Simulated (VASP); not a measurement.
# BN in VASP: further runs

BN is run at these levels: PBEsol, LDA, HSE06; tasks: single point.

Everything below comes from runs of VASP 6.6.1. Logs are shortened: lines on timing, memory, paths and dates and some standing lists are left out, and cuts for length are marked.

### Step 1. The cell of the first run

The typed cell holds 2 atoms: a = 2.541 Å, b = 2.541 Å, c = 3.317 Å, α = 101.11°, β = 101.11°, γ = 119.81°.

### Step 2. Single point, PBEsol (8.58 Å³/atom)

File INCAR:

```
ALGO = Normal ; EDIFF = 1E-6
ENCUT = 520 ; GGA = PS
ISIF = 2 ; ISMEAR = -1
LASPH = T ; LCHARG = F
LREAL = F ; LWAVE = F
NBANDS = 11 ; NELM = 80
PREC = Accurate ; SIGMA = 0.05
```

File KPOINTS:

```
k-points
0
Gamma
  13 13 9
```

File POSCAR:

```
BN
1.0
    2.5410452472      0.0000000000      0.0000000000
   -1.2631167351      2.2048689444      0.0000000000
   -0.6389642561     -1.1024344721      3.0623148244
N B
1 1
Direct
    0.6685060000      0.3323850000      0.9849990000
    0.9796430000      0.9834990000      0.0018060000
```

Potentials or basis: VASP PAW PBE potentials, release 64 (N, B).

On the command line:

```bash
$ cat potpaw_PBE.64/N/POTCAR potpaw_PBE.64/B/POTCAR > POTCAR
$ mpirun -np 1 vasp_std > vasp.out
```

OUTCAR:

```text
EDIFF = 1E-6
   ENCUT = 520
   GGA = PS
   ISIF = 2
   ISMEAR = -1
   LASPH = T
   LREAL = F
   NELM = 80
   PREC = Accurate

 ion  position               nearest neighbor table
   1  0.669  0.332  0.985-   2 1.42   2 1.45   2 1.54
   2  0.980  0.983  0.002-   1 1.42   1 1.45   1 1.54

  LATTYP: Found a face centered orthorhombic cell.
 ALAT       =     2.5484403748
 B/A-ratio  =     1.7253460765
 C/A-ratio  =     2.4032854405

  Lattice vectors:

 A1 = (  -1.9020809912,   1.1024344723,   3.0623148244)
 A2 = (   0.6389642560,   1.1024344723,   3.0623148244)
 A3 = (  -1.2631167351,   2.2048689444,   0.0000000000)

Analysis of symmetry for initial positions (statically):
=====================================================================
 Subroutine PRICEL returns:
 Original cell was already a primitive cell.

 Routine SETGRP: Setting up the symmetry group for a
 face centered orthorhombic supercell.

 Subroutine GETGRP returns: Found  1 space group operations
 (whereof  1 operations were pure point group operations)
 out of a pool of  8 trial point group operations.

The static configuration has the point symmetry C_1 .

Analysis of symmetry for dynamics (positions and initial velocities):
=====================================================================
 Subroutine PRICEL returns:
 Original cell was already a primitive cell.

 Routine SETGRP: Setting up the symmetry group for a
 face centered orthorhombic supercell.

 Subroutine GETGRP returns: Found  1 space group operations
 (whereof  1 operations were pure point group operations)
 out of a pool of  8 trial point group operations.

The dynamic configuration has the point symmetry C_1 .

 Subroutine INISYM returns: Found  1 space group operations
 (whereof  1 operations are pure point group operations),
 and found     1 'primitive' translations

----------------------------------------------------------------------------------------

                                     Primitive cell

  volume of cell :      17.1571

  direct lattice vectors                    reciprocal lattice vectors
     2.541045247  0.000000000  0.000000000     0.393538840  0.225448998  0.163275179
    -1.263116735  2.204868944  0.000000000     0.000000000  0.453541696  0.163275179
    -0.638964256 -1.102434472  3.062314824     0.000000000  0.000000000  0.326550357

  length of vectors
     2.541045247  2.541045247  3.316837224     0.482036154  0.482036154  0.326550357

  position of ions in fractional coordinates (direct lattice)
     0.668506000  0.332385000  0.984999000
     0.979643000  0.983499000  0.001806000

  ion indices of the primitive-cell ions
   primitive index   ion index
                 1           1
                 2           2

----------------------------------------------------------------------------------------

 KPOINTS: k-points

Automatic generation of k-mesh.
 Grid dimensions read from file:
 generate k-points for:   13   13    9

 Generating k-lattice:

  Cartesian coordinates                     Fractional coordinates (reciprocal lattice)
     0.030272218  0.017342231  0.012559629     0.076923077  0.000000000 -0.000000000
     0.000000000  0.034887823  0.012559629     0.000000000  0.076923077 -0.000000000
     0.000000000  0.000000000  0.036283373     0.000000000  0.000000000  0.111111111

  Length of vectors
     0.037079704  0.037079704  0.036283373

  Shift w.r.t. Gamma in fractional coordinates (k-lattice)
     0.000000000  0.000000000  0.000000000

 -----------------------------------------------------------------------------
|                                                                             |
|           W    W    AA    RRRRR   N    N  II  N    N   GGGG   !!!           |
|           W    W   A  A   R    R  NN   N  II  NN   N  G    G  !!!           |
|           W    W  A    A  R    R  N N  N  II  N N  N  G       !!!           |
|           W WW W  AAAAAA  RRRRR   N  N N  II  N  N N  G  GGG   !            |
|           WW  WW  A    A  R   R   N   NN  II  N   NN  G    G                |
|           W    W  A    A  R    R  N    N  II  N    N   GGGG   !!!           |
|                                                                             |
|     Your reciprocal lattice and k-lattice belong to different lattice       |
|     classes:                                                                |
|                                                                             |
|        The reciprocal lattice is body-centered orthorhombic,                |
|        whereas your k-lattice is base-centered monoclinic.                  |
|                                                                             |
|     Results are often still useful ...                                      |
|                                                                             |
 -----------------------------------------------------------------------------

 WARNING: IBZKPT: internal override: KBLOWUP is changed to .FALSE.
      ... skipping the blow-up phase ...

 Subroutine IBZKPT returns following result:
 ===========================================

 Found    761 irreducible k-points:

 Following reciprocal coordinates:
            Coordinates               Weight
  0.000000  0.000000  0.000000      1.000000
  0.076923 -0.000000  0.000000      2.000000
  0.153846 -0.000000 -0.000000      2.000000
  0.230769 -0.000000  0.000000      2.000000
  0.307692 -0.000000 -0.000000      2.000000
  0.384615 -0.000000  0.000000      2.000000
[... 16 lines left out ...]
  0.153846  0.153846  0.000000      2.000000
  0.230769  0.153846  0.000000      2.000000
 [... further k-points ...]
   k-points           NKPTS =    761   k-points in BZ     NKDIM =    761   number of bands    NBANDS=     11
   number of dos      NEDOS =    301   number of ions     NIONS =      2
   total plane-waves  NPLWV =  11200
   dimension x,y,z NGX =    20 NGY =   20 NGZ =   28
   dimension x,y,z NGXF=    40 NGYF=   40 NGZF=   56
   ions per type =               1   1
   NGX,Y,Z   is equivalent  to a cutoff of  13.08, 13.08, 14.03 a.u.
   NGXF,Y,Z  is equivalent  to a cutoff of  26.17, 26.17, 28.07 a.u.
 SYSTEM =  unknown system
   PREC   = accura    normal or accurate (medium, high low for compatibility)
   ISTART =      0    job   : 0-new  1-cont  2-samecut
   ICHARG =      2    charge: 1-file 2-atom 10-const
   ISPIN  =      1    spin polarized calculation?
   LNONCOLLINEAR =      F non collinear calculations
   LSORBIT =      F    spin-orbit coupling
   LASPH  =      T    aspherical Exc in radial PAW
   ENCUT  =  520.0 eV  38.22 Ry    6.18 a.u.   4.72  4.72  6.17*2*pi/ulx,y,z
   NELM   =     80;   NELMIN=  2; NELMDL= -5     # of ELM steps
   EDIFF  = 0.1E-05   stopping-criterion for ELM
   LREAL  =      F    real-space projection
   EDIFFG = 0.1E-04   stopping-criterion for IOM
   NSW    =      0    number of steps for IOM
   IBRION =     -1    ionic relax: 0-MD 1-quasi-New 2-CG
   NFREE  =      0    steps in history (QN), initial steepest desc. (CG)
   ISIF   =      2    stress and relaxation
   ISYM   =      2    0-nonsym 1-usesym 2-fastsym
   POTIM  = 0.5000    time-step for ionic-motion
   TEBEG  =    0.0;   TEEND  =   0.0 temperature during run
   PSTRESS=    0.0 pullay stress
   NELECT =       8.0000    total number of electrons
   NUPDOWN=      -1.0000    fix difference up-down
   EMIN   =  10.00;   EMAX   =-10.00  energy-range for DOS
   EFERMI =   0.00;   METHOD = LEGACY
   ISMEAR =    -1;   SIGMA  =   0.05  broadening in eV -4-tet -1-fermi 0-gaus
   EFERMI_NEDOS =   21; number of points for ismear=-14 and -15
   IALGO  =     38    algorithm
   IMIX   =      4    mixing-type and parameters
     AMIX     =   0.40;   BMIX     =  1.00
     AMIX_MAG =   1.60;   BMIX_MAG =  1.00
  volume/ion in A,a.u.               =       8.58        57.89
  Fermi-wavevector in a.u.,A,eV,Ry     =   1.269472  2.398954 21.926596  1.611559
  Thomas-Fermi vector in A             =   2.402511
   LORBIT       =      0    0 simple, 1 ext, 2 COOP (PROOUT), +10 PAW based schemes
   GGA     = PS    functional components
   LHFCALC =     F    Hartree Fock is set to
   AEXX    =    0.0000 exact exchange contribution
   IVDW    =     0    specifies the selected vdW correction
   LEPSILON=     F    determine dielectric tensor
   LRPA    =     F    only Hartree local field effects (RPA)
 non-spin polarized calculation
  energy-cutoff  :      520.00
  volume of cell :       17.16
 maximum number of plane-waves:       475
   NGX =  9   NGY =  9   NGZ = 13

 number of electron       8.0000000 magnetization

 Free energy of the ion-electron system (eV)
  ---------------------------------------------------
  ext. energy  EPLUGINS =         0.00000000
  ---------------------------------------------------
  free energy    TOTEN  =       -18.12506169 eV

  energy without entropy =      -18.12506169  energy(sigma->0) =      -18.12506169

 E-fermi :   4.0379     XC(G=0): -10.7447

 val. band max:        3.0964882750   @ k =   0.3846   0.3846   0.1111
 cond. band min:       5.8212665986   @ k =  -0.4615  -0.4615   0.4444
 fundamental gap:      2.7247783236
 Fermi energy:         4.0379047323

 k-point     1 :       0.0000    0.0000    0.0000
  band No.  band energies     occupation
      1     -14.9506      2.00000
      2      -0.6555      2.00000
      3       0.5680      2.00000
      4       2.1499      2.00000
      5       8.1744      0.00000
      6      12.8834      0.00000
      7      14.9344      0.00000
      8      15.4286      0.00000
      9      17.1970      0.00000
     10      27.4427      0.00000
     11      29.5474      0.00000

 k-point     2 :       0.0769   -0.0000    0.0000
  band No.  band energies     occupation
      1     -14.8278      2.00000
      2      -0.5942      2.00000
      3       0.3869      2.00000
      4       1.6022      2.00000
      5       8.4994      0.00000
      6      12.9599      0.00000
      7      15.0284      0.00000
      8      15.3992      0.00000
      9      17.4717      0.00000
     10      27.4416      0.00000
     11      27.8833      0.00000
[... 295 lines left out ...]
 k-point    24 :       0.2308    0.1538    0.0000
  band No.  band energies     occupation
      1     -12.8342      2.00000
      2      -3.4907      2.00000
      3      -1.8568      2.00000
      4       0.5553      2.00000
      5       9.6905      0.00000
      6      12.9682      0.00000
      7      14.8486      0.00000
      8      18.2388      0.00000
      9      19.7335      0.00000
     10      22.9635      0.00000
     11      26.9044      0.00000

 [... further k-points ...]
[... 5 lines left out ...]
  --------------------------------------------------------------------------------------
  -------------------------------------------------------------------------------------
  Total       -1.9950945     -1.0012612      0.4236370     -0.4099781      0.1131432      0.0510281
  in kB     -186.3069461    -93.5002926     39.5602855    -38.2847888     10.5655993      4.7651307
  external PRESSURE =     -80.0823177 kB  Pullay stress =       0.0000000 kB

 VOLUME and BASIS-vectors are now :
 -----------------------------------------------------------------------------
  energy-cutoff  :      520.00
  volume of cell :       17.16
      direct lattice vectors                 reciprocal lattice vectors
     2.541045247  0.000000000  0.000000000     0.393538840  0.225448998  0.163275179
    -1.263116735  2.204868944  0.000000000     0.000000000  0.453541696  0.163275179
    -0.638964256 -1.102434472  3.062314824     0.000000000  0.000000000  0.326550357

 POSITION                                       TOTAL-FORCE (eV/Angst)
 -----------------------------------------------------------------------------------
      0.64948     -0.35303      3.01638        -1.513759     -1.903661      0.608037
      1.24589      2.16650      0.00553         1.513759      1.903661     -0.608037
 -----------------------------------------------------------------------------------
    total drift:                               -0.000134     -0.000121     -0.000017

  FREE ENERGIE OF THE ION-ELECTRON SYSTEM (eV)
  ---------------------------------------------------
  free  energy   TOTEN  =       -18.1250616871 eV

  energy  without entropy=      -18.1250616871  energy(sigma->0) =      -18.12506169
```

Run time: 2.6 min. Hardware: 1 thread of Intel Xeon 8259CL, shared host; peak memory 0.24 GiB.

Results:

| Item | Value |
| --- | --- |
| Free energy | -18.1251 eV |
| Pressure | -8.0 GPa |
| Largest force | 2.507 eV/Å |
| Band gap on the k mesh | 2.72 eV (least direct gap 4.38 eV) |

Forces in eV/Å, atoms in the order of the input:
```
N   -1.514 -1.904  0.608
B    1.514  1.904 -0.608
```

Levels at points of the mesh, in eV from the valence-band top:
| k point | band 1 | band 2 | band 3 | band 4 | band 5 | band 6 | band 7 | band 8 | band 9 |
| --- | --- | --- | --- | --- | --- | --- | --- | --- | --- |
| (0.00, 0.00, 0.00) | -18.05 | -3.75 | -2.53 | -0.95 | 5.08 | 9.79 | 11.84 | 12.33 | 14.10 |

Caveat: the cell stands under tension; the PAW data sets were made with another functional, which shifts forces and pressure a little; an odd mesh through Γ misses points on the zone boundary, where band edges can lie.

### Step 3. Single point, LDA (8.74 Å³/atom)

This run uses another cell than the first one, of 8.74 Å³/atom.

File INCAR:

```
SYSTEM = BN
  PREC = Accurate
  ENCUT = 520
  EDIFF = 1E-6
  ISMEAR = -1
  SIGMA = 0.05
  LREAL = .False.
  LASPH = .True.
  NELM = 100
  ALGO = Normal
  ISIF = 2
  LWAVE = .False.
  LCHARG = .False.
  GGA = CA
  NBANDS = 11
```

File KPOINTS:

```
Automatic mesh
0
Gamma
  13 13 9
  0 0 0
```

File POSCAR:

```
BN
1.0
    2.5572306852      0.0000000000      0.0000000000
   -1.2711622815      2.2189130743      0.0000000000
   -0.6430342018     -1.1094565371      3.0818205403
N B
1 1
Direct
    0.6685060000      0.3323850000      0.9849990000
    0.9796430000      0.9834990000      0.0018060000
```

Potentials or basis: VASP PAW LDA potentials, release 64 (N, B).

On the command line:

```bash
$ cat potpaw_LDA.64/N/POTCAR potpaw_LDA.64/B/POTCAR > POTCAR
$ mpirun -np 1 vasp_std > vasp.out
```

Run time: 2.4 min. Hardware: 1 thread of Intel Xeon 8259CL, shared host; peak memory 0.24 GiB.

The run converged. Its results:

```
Free energy            : -19.0897 eV
Pressure               : -17.2 GPa
Largest force          : 2.363 eV/Å
Band gap on the k mesh : 2.66 eV (least direct gap 4.26 eV)
```

Forces in eV/Å, atoms in the order of the input:
```
N   -1.415 -1.778  0.649
B    1.415  1.778 -0.649
```

Stress tensor (GPa, compression positive):
```
-30.28  -2.84   0.42
 -2.84 -23.27   0.99
  0.42   0.99   1.85
```

Levels at points of the mesh, in eV from the valence-band top:
```csv
k point,band 1,band 2,band 3,band 4,band 5,band 6,band 7,band 8
"(0.00, 0.00, 0.00)",-17.75,-3.69,-2.56,-0.99,4.97,9.56,11.62,11.98
```

Caveat: the cell stands under tension; an odd mesh through Γ misses points on the zone boundary, where band edges can lie; forces of over 1 eV/Å act on the atoms, so gaps and moduli don't describe the material at rest.

### Step 4. Single point, HSE06

This run uses another cell than the first one, of 10.91 Å³/atom.

File POSCAR:

```
BN
1.0
    2.4952459595     -0.0040047550     -0.0015126793
   -1.2438255057      2.1631365621      0.0015585146
   -0.6275332169     -1.0784456496      4.0476018341
N B
1 1
Direct
    0.6573897008      0.3246157770      0.9933922696
    0.9907592992      0.9912682230     -0.0065872696
```

File INCAR.step1:

```
PREC = Accurate
ENCUT = 520
EDIFF = 1E-5
ISMEAR = -1
SIGMA = 0.05
LREAL = False
LASPH = True
NELM = 80
ALGO = Normal
ISIF = 2
LWAVE = True
NBANDS = 11
GGA = PE
```

File INCAR.step2:

```
PREC = Accurate
ENCUT = 520
EDIFF = 1E-7
ISMEAR = -1
SIGMA = 0.05
LREAL = False
LASPH = True
NELM = 80
ALGO = Normal
ISIF = 2
LWAVE = False
LCHARG = True
GGA = PE
LHFCALC = True
HFSCREEN = 0.2079
PRECFOCK = Normal
LELF = True
LVHAR = True
NBANDS = 11
ISTART = 1
```

File KPOINTS:

```
regular mesh
0
Gamma
  7 7 5
```

Potentials or basis: VASP PAW PBE potentials, release 64 (N, B).

On the command line:

```bash
$ cat potpaw_PBE.64/N/POTCAR potpaw_PBE.64/B/POTCAR > POTCAR
$ cp INCAR.step1 INCAR
$ mpirun -np 1 vasp_std > vasp.out
$ cp INCAR.step2 INCAR
$ mpirun -np 1 vasp_std > vasp.out
```

Run time: 26 min. Hardware: 1 thread of AMD EPYC 7R13 (Zen 3), shared host; peak memory 0.24 GiB.

Results (log left out):

```
Free energy            : -20.4075 eV
Pressure               : 0.2 GPa
Band gap on the k mesh : 5.81 eV (least direct gap 6.66 eV)
```

Stress tensor (GPa, compression positive):
```
 0.35  0.00  0.00
 0.00  0.34  0.00
 0.00  0.00 -0.12
```

Levels at points of the mesh, in eV from the valence-band top:
| k point | band 2 | band 3 | band 4 | band 5 | band 6 | band 7 |
| --- | --- | --- | --- | --- | --- | --- |
| (0.00, 0.00, 0.00) | -5.12 | -1.29 | -1.29 | 5.81 | 13.72 | 13.73 |

Caveat: the k points lie up to 0.43 Å⁻¹ apart; the PAW data sets were made with another functional, which shifts forces and pressure a little; an odd mesh through Γ misses points on the zone boundary, where band edges can lie; this functional lacks dispersion, which binds the layers, so the pressure and a relaxed spacing across them are unreliable.

### Step 5. Summary

| level | potentials or basis | cell | k mesh | grid for exact exchange (PRECFOCK) | share of exact exchange | screening parameter | gap on the mesh (eV) | pressure (GPa) | largest force (eV/Å) |
| --- | --- | --- | --- | --- | --- | --- | --- | --- | --- |
| PBEsol | VASP PAW PBE potentials, release 64 (N, B) | a = 2.541, b = 2.541, c = 3.317 Å, angles 101.1, 101.1, 119.8°, 2 atoms, atomic positions A | 13 × 13 × 9 | - | - | - | 2.72 | -8.0 | 2.51 |
| LDA | VASP PAW LDA potentials, release 64 (N, B) | a = 2.557, b = 2.557, c = 3.338 Å, angles 101.1, 101.1, 119.8°, 2 atoms, atomic positions A | 13 × 13 × 9 | - | - | - | 2.66 | -17.2 | 2.36 |
| HSE06 | VASP PAW PBE potentials, release 64 (N, B) | a = 2.495, b = 2.495, c = 4.236 Å, angles 98.4, 98.5, 120.0°, 2 atoms, atomic positions B | 7 × 7 × 5 | Normal | 0.25 | 0.2079 1/Å | 5.81 | 0.2 | - |

Alike in all rows: task single point; no spin polarisation; cutoff (eV) 520; smearing fermi-dirac 0.05 eV.

Caveats: some runs use coarse meshes; an odd mesh through Γ misses points on the zone boundary, where band edges can lie; the cell stands under tension (at least some runs); the PAW data sets were made with another functional, which shifts forces and pressure a little (at least some runs); forces of over 1 eV/Å act on the atoms, so gaps and moduli don't describe the material at rest (at least some runs); this functional lacks dispersion, which binds the layers, so the pressure and a relaxed spacing across them are unreliable (at least some runs).

Absolute energies hang on the potentials; compare differences alone.
